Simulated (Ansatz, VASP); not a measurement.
Two plane-wave programs on MgO

Contents of POSCAR:

```
MgO
1.0
    0.0000000000      2.0592549491      2.0592549491
    2.0592549491      0.0000000000      2.0592549491
    2.0592549491      2.0592549491      0.0000000000
Mg O
1 1
Direct
    0.0000000000      0.0000000000      0.0000000000
    0.5000000000      0.5000000000      0.5000000000
```

File INCAR.step1:

```
SYSTEM = MgO
  PREC = Accurate
  ENCUT = 660
  ISMEAR = 0
  SIGMA = 0.02
  LREAL = .False.
  LASPH = .True.
  NELM = 120
  NBANDS = 11
  GGA = PE
  ALGO = Normal
  EDIFF = 1E-5
  LWAVE = .True.
  LCHARG = .False.
  GGA_COMPAT = .False.
```

File INCAR.step2:

```
SYSTEM = MgO
  PREC = Accurate
  ENCUT = 660
  EDIFF = 1E-6
  ISMEAR = 0
  SIGMA = 0.02
  LREAL = .False.
  LASPH = .True.
  NELM = 120
  ALGO = Normal
  ISIF = 2
  LWAVE = .False.
  LCHARG = .True.
  METAGGA = R2SCAN
  LMIXTAU = .True.
  LELF = .True.
  LVHAR = .True.
  NBANDS = 11
  ISTART = 1
  GGA_COMPAT = .False.
```

KPOINTS

```
Automatic mesh
0
Gamma
  10 10 10
  0 0 0
```

Input for Ansatz:

```yaml
crystal:
  lattice:
    - [0.0, 2.0592549491, 2.0592549491]
    - [2.0592549491, 0.0, 2.0592549491]
    - [2.0592549491, 2.0592549491, 0.0]
  atoms:
    - { symbol: Mg, position: [0.0, 0.0, 0.0] }
    - { symbol: O, position: [0.5, 0.5, 0.5] }
basis:
  ecutwfc: 500
kpoints:
  mp_grid: { grid: [10, 10, 10] }
hamiltonian:
  xc: r2scan
  pseudopotentials: { kind: paw }
scf:
  occupations: { method: gaussian, width: 0.02 }
output:
  forces: true
  stress: true
  eigenvalues: true
```

Alike in both runs: task single point; functional r2SCAN; k mesh 10 × 10 × 10; occupations gaussian, width 0.02 eV; no spin polarisation.

|  | VASP | Ansatz |
| --- | --- | --- |
| version | VASP 6.6.1 | Ansatz 0.2.0 |
| potentials or method | VASP PAW PBE potentials, release 64 (Mg, O), cutoff 660 eV | scalar-relativistic, plane waves, PAW |
| valence electrons in the cell | 8 | 16 |

```csv
,VASP,Ansatz,Ansatz less VASP
gap on the k mesh at the Fermi level (eV),6.32,6.34,+0.019
least direct gap on the mesh (eV),6.32,6.34,+0.019
pressure (GPa),10.3,11.7,+1.47
```

VASP's potentials were made for PBE, not for r2SCAN. The functional is the same, so the differences come from potentials, cutoffs and numerics. VASP's potentials hold 8 valence electrons a cell and Ansatz's 16, so a difference there can come from the potentials and not from the codes.
